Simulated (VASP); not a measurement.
Crystal: Rh.

```
Rh
1.0
     0.00000    1.89785    1.89785
     1.89785    0.00000    1.89785
     1.89785    1.89785    0.00000
Rh
1
Direct
  0.00000 0.00000 0.00000
```

| Property | Result |
| --- | --- |
| Program | VASP 6.6.1 |
| Task | relaxation of cell and atoms |
| Functional | LDA |
| Potentials or basis | VASP PAW LDA potentials, release 64 (Rh_pv) |
| Cutoff | 600 eV |
| k mesh | 24 × 24 × 24 |
| Occupations | fermi-dirac, width 0.08 eV |
| Spin | no spin polarisation |

At the start: pressure -8.8 GPa; volume 13.67 Å³/atom.

Problem. How do energy, volume and symmetry change on relaxing?

Solution. Over 7 steps the energy falls by 11.6 meV/atom and the volume is 13.26 Å³/atom (-3.0 %); space group Fm-3m (No. 225, to 0.05 Å).

The path:
```tsv
step	energy change (eV)	largest force (eV/Å)	pressure (GPa)	volume (Å³)
1	0.0000	0.0000	-8.85	13.67
2	0.0820	0.0000	31.51	12.23
3	-0.0116	0.0000	-0.28	13.28
4	-0.0116	0.0000	-0.06	13.27
5	-0.0116	0.0000	0.13	13.26
6	-0.0116	0.0000	-0.29	13.28
7	-0.0116	0.0000	0.00	13.26
```

Final structure:
```yaml
crystal:
  lattice:
    - [0.00000, 1.87884, 1.87884]
    - [1.87884, 0.00000, 1.87884]
    - [1.87884, 1.87884, 0.00000]
  atoms:
    - { symbol: Rh, position: [0.00000, 0.00000, 0.00000] }
```
